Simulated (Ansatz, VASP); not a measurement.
# One calculation of NiO, two programs

```xyz
2
Lattice="0.0000 2.0859 2.0859 2.0859 0.0000 2.0859 2.0859 2.0859 0.0000" Properties=species:S:1:pos:R:3 pbc="T T T"
Ni    0.0000    0.0000    0.0000
O     2.0859    2.0859    2.0859
```

Alike in both runs: functional PBE; k mesh 11 × 11 × 11; occupations fermi-dirac, width 0.05 eV; collinear spin; Hubbard terms Ni d U = 1.0 eV.

```csv
,VASP,Ansatz
version,VASP 6.6.1,Ansatz 0.2.0
potentials or method,"VASP PAW PBE potentials, release 64 (Ni, O)",Ansatz PAW
plane-wave cutoff (eV),520,420
valence electrons in the cell,16,24
task,single point,projected density of states
```

Ansatz gave:

* gap on the k mesh at the Fermi level (eV): none
* pressure (GPa): 9.4
* net moment per atom (μB): 0.99
* size of the moment on the site where the two differ most (μB): 1.59

Which values does VASP return?

gap on the k mesh at the Fermi level (eV): none; pressure (GPa): 7.7; net moment per atom (μB): 0.99; size of the moment on the site where the two differ most (μB): 1.63.

Site moments also hang on the region over which each program counts them. The programs project onto different local orbitals, so the same U acts differently, and such runs can settle in different states. A gap of «none» marks a metal or a gap that the smearing closes. VASP's potentials hold 16 valence electrons a cell and Ansatz's 24, so a difference there can come from the potentials and not from the codes.

Noted on Ansatz's run: the magnetic or orbital state may not be the lowest.
